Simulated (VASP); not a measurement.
# SiMo3 (Pm-3n) in VASP: further runs

Runs on SiMo3. Level: PBE. Tasks: single point, relaxation of cell and atoms.

Program: VASP 6.6.1. These are calculated values, not measurements. Logs are shortened: lines on timing, memory, paths and dates and some standing lists are left out, and cuts for length are marked.

### Step 1. The cell of the first run

Symmetry: Pm-3n, No. 223, cubic system. The conventional cell has a = 4.906 Å, b = 4.906 Å, c = 4.906 Å, α = 90.00°, β = 90.00°, γ = 90.00°. Si (site symmetry m-3) has 12 Mo at 2.74 Å within 3.6 Å. Mo (site symmetry -4m2) has 10 Mo at 2.45 to 3.00 Å and 4 Si at 2.74 Å within 3.2 Å.

### Step 2. Single point, PBE

INCAR

```
  PREC = Accurate
  ENCUT = 520
  EDIFF = 1E-6
  ISMEAR = 0
  SIGMA = 0.1
  LREAL = False
  LASPH = True
  NELM = 100
  ALGO = Normal
  ISIF = 2
  LWAVE = False
  LCHARG = False
  GGA = PE
  NBANDS = 56
```

KPOINTS

```
regular mesh
0
Gamma
  8 8 8
```

POSCAR

```
SiMo3
1.0
    4.9064940686      0.0000000000      0.0000000000
    0.0000000000      4.9064940686      0.0000000000
    0.0000000000      0.0000000000      4.9064940686
Si Mo
2 6
Direct
    0.5000000000      0.5000000000      0.5000000000
    0.0000000000      0.0000000000      0.0000000000
    0.0000000000      0.5000000000      0.2500000000
    0.0000000000      0.5000000000      0.7500000000
    0.5000000000      0.7500000000      0.0000000000
    0.5000000000      0.2500000000      0.0000000000
    0.7500000000      0.0000000000      0.5000000000
    0.2500000000      0.0000000000      0.5000000000
```

Potentials or basis: VASP PAW PBE potentials, release 64 (Si, Mo_sv).

The run is started by

```bash
> cat potpaw_PBE.64/Si/POTCAR potpaw_PBE.64/Mo_sv/POTCAR > POTCAR
> mpirun -np 1 vasp_std > vasp.out
```

OUTCAR:

```text
PREC = Accurate
   ENCUT = 520
   EDIFF = 1E-6
   ISMEAR = 0
   LREAL = False
   LASPH = True
   NELM = 100
   ISIF = 2
   GGA = PE

 ion  position               nearest neighbor table
   1  0.500  0.500  0.500-   3 2.74   4 2.74   5 2.74   6 2.74   7 2.74   8 2.74   5 2.74   6 2.74
                             7 2.74   8 2.74   3 2.74   4 2.74
   2  0.000  0.000  0.000-   3 2.74   4 2.74   5 2.74   6 2.74   7 2.74   8 2.74   7 2.74   8 2.74
                             3 2.74   4 2.74   5 2.74   6 2.74
   3  0.000  0.500  0.250-   4 2.45   4 2.45   1 2.74   2 2.74   2 2.74   1 2.74   8 3.00   5 3.00
                             6 3.00   7 3.00   8 3.00   7 3.00   5 3.00   6 3.00
   4  0.000  0.500  0.750-   3 2.45   3 2.45   1 2.74   2 2.74   2 2.74   1 2.74   8 3.00   5 3.00
                             6 3.00   7 3.00   8 3.00   7 3.00   5 3.00   6 3.00
   5  0.500  0.750  0.000-   6 2.45   6 2.45   1 2.74   1 2.74   2 2.74   2 2.74   7 3.00   8 3.00
                             8 3.00   7 3.00   3 3.00   4 3.00   3 3.00   4 3.00
   6  0.500  0.250  0.000-   5 2.45   5 2.45   1 2.74   1 2.74   2 2.74   2 2.74   7 3.00   8 3.00
                             8 3.00   7 3.00   3 3.00   4 3.00   3 3.00   4 3.00
   7  0.750  0.000  0.500-   8 2.45   8 2.45   1 2.74   2 2.74   1 2.74   2 2.74   5 3.00   6 3.00
                             5 3.00   6 3.00   3 3.00   3 3.00   4 3.00   4 3.00
   8  0.250  0.000  0.500-   7 2.45   7 2.45   1 2.74   2 2.74   1 2.74   2 2.74   5 3.00   6 3.00
                             5 3.00   6 3.00   3 3.00   3 3.00   4 3.00   4 3.00

  LATTYP: Found a simple cubic cell.
 ALAT       =     4.9064940686

  Lattice vectors:

 A1 = (   4.9064940686,   0.0000000000,   0.0000000000)
 A2 = (   0.0000000000,   4.9064940686,   0.0000000000)
 A3 = (   0.0000000000,   0.0000000000,   4.9064940686)

Analysis of symmetry for initial positions (statically):
=====================================================================
 Subroutine PRICEL returns:
 Original cell was already a primitive cell.

 Routine SETGRP: Setting up the symmetry group for a
 simple cubic supercell.

 Subroutine GETGRP returns: Found 48 space group operations
 (whereof 24 operations were pure point group operations)
 out of a pool of 48 trial point group operations.

The static configuration has the point symmetry T_h .
 The point group associated with its full space group is O_h .

Analysis of symmetry for dynamics (positions and initial velocities):
=====================================================================
 Subroutine PRICEL returns:
 Original cell was already a primitive cell.

 Routine SETGRP: Setting up the symmetry group for a
 simple cubic supercell.

[... 126 lines left out ...]
   TEBEG  =    0.0;   TEEND  =   0.0 temperature during run
   PSTRESS=    0.0 pullay stress
   NELECT =      92.0000    total number of electrons
   NUPDOWN=      -1.0000    fix difference up-down
   EMIN   =  10.00;   EMAX   =-10.00  energy-range for DOS
   EFERMI =   0.00;   METHOD = LEGACY
   ISMEAR =     0;   SIGMA  =   0.10  broadening in eV -4-tet -1-fermi 0-gaus
   EFERMI_NEDOS =   21; number of points for ismear=-14 and -15
   IALGO  =     38    algorithm
   IMIX   =      4    mixing-type and parameters
     AMIX     =   0.40;   BMIX     =  1.00
     AMIX_MAG =   1.60;   BMIX_MAG =  1.00
  volume/ion in A,a.u.               =      14.76        99.64
  Fermi-wavevector in a.u.,A,eV,Ry     =   1.506258  2.846416 30.869095  2.268815
  Thomas-Fermi vector in A             =   2.617000
   LORBIT       =      0    0 simple, 1 ext, 2 COOP (PROOUT), +10 PAW based schemes
   GGA     = PE    functional components
   LHFCALC =     F    Hartree Fock is set to
   AEXX    =    0.0000 exact exchange contribution
   IVDW    =     0    specifies the selected vdW correction
   LEPSILON=     F    determine dielectric tensor
   LRPA    =     F    only Hartree local field effects (RPA)
 non-spin polarized calculation
 Gauss-broadening in eV      SIGMA  =   0.10
  energy-cutoff  :      520.00
  volume of cell :      118.12
 maximum number of plane-waves:      3197
   NGX = 19   NGY = 19   NGZ = 19

 number of electron      91.9999974 magnetization

 Free energy of the ion-electron system (eV)
  ---------------------------------------------------
  ext. energy  EPLUGINS =         0.00000000
  ---------------------------------------------------
  free energy    TOTEN  =       -78.99769617 eV

  energy without entropy =      -78.97521118  energy(sigma->0) =      -78.98645367

 E-fermi :  12.6082     XC(G=0): -13.0555

 val. band max:       12.6043779417   @ k =   0.5000   0.2500   0.0000
 cond. band min:      12.6130870963   @ k =   0.3750   0.3750   0.0000
 fundamental gap:      0.0087091546
 Fermi energy:        12.6082136043

 k-point     1 :       0.0000    0.0000    0.0000
  band No.  band energies     occupation
      1     -48.6771      2.00000
      2     -48.5668      2.00000
      3     -48.5668      2.00000
      4     -48.2483      2.00000
      5     -48.2483      2.00000
      6     -48.2483      2.00000
[... 1405 lines left out ...]
     55      14.7397      0.00000
     56      15.1069      0.00000

 [... further k-points ...]

------------------------ aborting loop because EDIFF is reached ----------------------------------------

  FORCE on cell =-STRESS in cart. coord.  units (eV):
  Direction    XX          YY          ZZ          XY          YZ          ZX
  --------------------------------------------------------------------------------------
  -------------------------------------------------------------------------------------
  Total        0.3362199      0.3362199      0.3362199      0.0000000     -0.0000000     -0.0000000
  in kB        4.5605808      4.5605808      4.5605808      0.0000000     -0.0000000     -0.0000000
  external PRESSURE =       4.5605808 kB  Pullay stress =       0.0000000 kB

 VOLUME and BASIS-vectors are now :
 -----------------------------------------------------------------------------
  energy-cutoff  :      520.00
  volume of cell :      118.12
      direct lattice vectors                 reciprocal lattice vectors
     4.906494069  0.000000000  0.000000000     0.203811517  0.000000000  0.000000000
     0.000000000  4.906494069  0.000000000     0.000000000  0.203811517  0.000000000
     0.000000000  0.000000000  4.906494069     0.000000000  0.000000000  0.203811517

 POSITION                                       TOTAL-FORCE (eV/Angst)
 -----------------------------------------------------------------------------------
      2.45325      2.45325      2.45325         0.000000     -0.000000     -0.000000
      0.00000      0.00000      0.00000         0.000000     -0.000000     -0.000000
      0.00000      2.45325      1.22662        -0.000000     -0.000000      0.000000
      0.00000      2.45325      3.67987         0.000000      0.000000     -0.000000
      2.45325      3.67987      0.00000         0.000000     -0.000000      0.000000
      2.45325      1.22662      0.00000        -0.000000     -0.000000     -0.000000
      3.67987      0.00000      2.45325        -0.000000      0.000000     -0.000000
      1.22662      0.00000      2.45325         0.000000     -0.000000      0.000000
 -----------------------------------------------------------------------------------
    total drift:                                0.000000      0.000000     -0.000000

  FREE ENERGIE OF THE ION-ELECTRON SYSTEM (eV)
  ---------------------------------------------------
  free  energy   TOTEN  =       -78.9976961659 eV

  energy  without entropy=      -78.9752111807  energy(sigma->0) =      -78.98645367
```

Wall time 78 s (1 thread of Intel Xeon 6975P-C (Granite Rapids), shared host); peak memory 0.3 GiB.

What came out:

```
Free energy            : -78.9977 eV
Pressure               : 0.5 GPa
Band gap on the k mesh : zero (bands 46 and 47 overlap by 2.43 eV)
```

### Step 3. Relaxation of cell and atoms, PBE

This run uses another cell than the first one, of 14.82 Å³/atom.

INCAR

```
PREC     = Accurate       # precision mode
ENCUT    = 600            # plane-wave cutoff, eV
EDIFF    = 1E-6           # SCF threshold, eV
ISMEAR   = 0              # smearing method
SIGMA    = 0.1            # smearing width, eV
LREAL    = False          # projectors in reciprocal space
LASPH    = True           # aspherical terms in the spheres
NELM     = 100            # most SCF steps
ALGO     = Normal         # electronic algorithm
ISIF     = 3              # what is computed and relaxed
LWAVE    = False          # write WAVECAR
LCHARG   = False          # write CHGCAR
GGA      = PE             # functional
IBRION   = 2              # ionic algorithm
NSW      = 70             # ionic steps
EDIFFG   = -0.02          # ionic threshold
```

KPOINTS is that of step 2.

Changes to POSCAR since step 2:

```diff
@@ -2,5 +2,5 @@
 1.0
-    4.9064940686      0.0000000000      0.0000000000
-    0.0000000000      4.9064940686      0.0000000000
-    0.0000000000      0.0000000000      4.9064940686
+    4.9127148190      0.0000000000      0.0000000000
+    0.0000000000      4.9127148190      0.0000000000
+    0.0000000000      0.0000000000      4.9127148190
 Si Mo
```

Potentials or basis: VASP PAW PBE potentials, release 64 (Si, Mo_sv).

The run is started by

```bash
> cat potpaw_PBE.64/Si/POTCAR potpaw_PBE.64/Mo_sv/POTCAR > POTCAR
> mpirun -np 1 vasp_std > vasp.out
```

It took 4.6 min on 1 thread of Intel Xeon 6975P-C (Granite Rapids), shared host; peak memory 0.38 GiB.

The run converged. Its results:

- Free energy: -78.9978 eV
- Relaxed volume: 14.79 Å³/atom
- Relaxed cell: a = 4.909 Å, b = 4.909 Å, c = 4.909 Å, α = 90.00°, β = 90.00°, γ = 90.00°
- Space group after relaxing (to 0.1 Å): Pm-3n (No. 223)
- Energy gained by relaxing: 0.1 meV/atom
- Ionic steps: 3
- Pressure after relaxing: 0.0 GPa
- Band gap on the k mesh: zero (bands 46 and 47 overlap by 2.43 eV)

Step by step:
| step | energy change (eV) | largest force (eV/Å) | pressure (GPa) | volume (Å³) |
| --- | --- | --- | --- | --- |
| 1 | 0.0000 | 0.0000 | -0.56 | 118.57 |
| 2 | 0.0021 | 0.0000 | 1.32 | 117.68 |
| 3 | -0.0005 | 0.0000 | 0.00 | 118.30 |

Final structure:
```
Si Mo
1.0
     4.90899    0.00000    0.00000
     0.00000    4.90899    0.00000
     0.00000    0.00000    4.90899
Si Mo
2 6
Direct
  0.50000 0.50000 0.50000
  0.00000 0.00000 0.00000
  0.00000 0.50000 0.25000
  0.00000 0.50000 0.75000
  0.50000 0.75000 0.00000
  0.50000 0.25000 0.00000
  0.75000 0.00000 0.50000
  0.25000 0.00000 0.50000
```

Levels at points of the mesh, in eV from the Fermi level:
```
           k point  band 44  band 45  band 46  band 47  band 48  band 49
(0.00, 0.00, 0.00)    -1.55     1.22     1.22     1.22     1.97     2.31
(0.50, 0.00, 0.00)    -1.70     0.21     0.21     0.91     0.91     1.47
(0.50, 0.50, 0.00)    -0.88    -0.88    -0.79    -0.69    -0.49    -0.13
(0.50, 0.50, 0.50)    -1.21    -1.21    -1.21    -1.21    -1.21     1.23
```
